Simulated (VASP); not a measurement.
Input of a VASP 6.6.1 run:

The input INCAR:

```
ALGO = Normal
EDIFF = 1E-7
ENCUT = 520
GGA = PE
ISIF = 2
ISMEAR = 0
IVDW = 12
LASPH = T
LCHARG = F
LREAL = F
LWAVE = F
NBANDS = 20
NELM = 60
PREC = Accurate
SIGMA = 0.02
```

Contents of KPOINTS:

```
k-points
0
Gamma
  12 12 6
```

File POSCAR:

```
SnO2
1.0
    3.2163886046      0.0000000000      0.0000000000
   -1.6081943023      2.7854742400      0.0000000000
    0.0000000000      0.0000000000      4.5942710170
Sn O
1 2
Direct
    0.0000000000      0.0000000000      0.5000000000
    0.3333333333      0.6666666667      0.7199800773
    0.6666666667      0.3333333333      0.2800199227
```

Potentials or basis: VASP PAW PBE potentials, release 64 (Sn_d, O).

Run with:

```bash
$ cat potpaw_PBE.64/Sn_d/POTCAR potpaw_PBE.64/O/POTCAR > POTCAR
$ mpirun -np 1 vasp_std > vasp.out
```

(1) What does it give for the largest force?

(2) What does it give for the band gap on the k mesh?

(3) Estimate the dispersion energy per atom.

Answers

(1) 0.053 eV/Å.

(2) 1.85 eV, indirect (least direct gap 1.91 eV).

(3) -0.188 eV.

Caveat: spin-orbit coupling is left out, which moves the levels of the heavy elements.
